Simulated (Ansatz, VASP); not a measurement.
## Two plane-wave programs on Be2S

File INCAR:

```
PREC     = Accurate       # precision mode
ENCUT    = 600            # plane-wave cutoff, eV
EDIFF    = 1E-6           # SCF threshold, eV
ISMEAR   = 0              # smearing method
SIGMA    = 0.1            # smearing width, eV
LREAL    = False          # projectors in reciprocal space
LASPH    = True           # aspherical terms in the spheres
NELM     = 60             # most SCF steps
ALGO     = Normal         # electronic algorithm
ISIF     = 3              # what is computed and relaxed
LWAVE    = False          # write WAVECAR
LCHARG   = False          # write CHGCAR
GGA      = PE             # functional
IBRION   = 2              # ionic algorithm
NSW      = 100            # ionic steps
EDIFFG   = -0.01          # ionic threshold
```

The input KPOINTS:

```
regular mesh
0
Gamma
  15 15 14
```

The input POSCAR:

```
Be2S
1.0
    3.5772772682      0.0000000000      0.0000000000
   -1.7886386341      3.0980129907      0.0000000000
    0.0000000000      0.0000000000      3.1756989442
Be S
2 1
Direct
    0.3333333333      0.6666666667      0.5000000000
    0.6666666667      0.3333333333      0.5000000000
    0.0000000000      0.0000000000      0.0000000000
```

Input for Ansatz:

```yaml
crystal:
  lattice:
    - [3.5772772682, 0.0, 0.0]
    - [-1.7886386341, 3.0980129907, 0.0]
    - [0.0, 0.0, 3.1756989442]
  atoms:
    - { symbol: Be, position: [0.3333333333, 0.6666666667, 0.5] }
    - { symbol: Be, position: [0.6666666667, 0.3333333333, 0.5] }
    - { symbol: S, position: [0.0, 0.0, 0.0] }
basis:
  ecutwfc: 420
kpoints:
  mp_grid: { grid: [15, 15, 14] }
hamiltonian:
  xc: pbe
scf:
  occupations: { method: gaussian, width: 0.1 }
output:
  forces: true
  stress: true
  eigenvalues: true
relax:
  adjacent_minimum: "off"
  f_tol: 0.01
  max_steps: 80
  cell: { stress_tol: 0.05 }
```

Change from the starting cell: species swapped into the LaCu2 type (P6/mmm, No. 191).

Alike in both runs: task relaxation of cell and atoms; functional PBE; k mesh 15 × 15 × 14; occupations gaussian, width 0.1 eV; no spin polarisation.

|  | VASP | Ansatz |
| --- | --- | --- |
| version | VASP 6.6.1 | Ansatz 0.2.0 |
| potentials or method | VASP PAW PBE potentials, release 64 (Be, S), cutoff 600 eV | scalar-relativistic, plane waves, PAW |
| valence electrons in the cell | 10 | 10 |

Ansatz gave:

| Property | Result |
| --- | --- |
| gap on the k mesh at the Fermi level, each at its own relaxed structure (eV) | none |
| relaxed volume (Å³/atom) | 11.74 |
| relaxed cell length with the largest relative difference (Å) | 3.218 |

Q: Estimate VASP's values.

A: gap on the k mesh at the Fermi level, each at its own relaxed structure (eV): none; relaxed volume (Å³/atom): 11.74; relaxed cell length with the largest relative difference (Å): 3.217.

A gap of «none» marks a metal or a gap that the smearing closes.
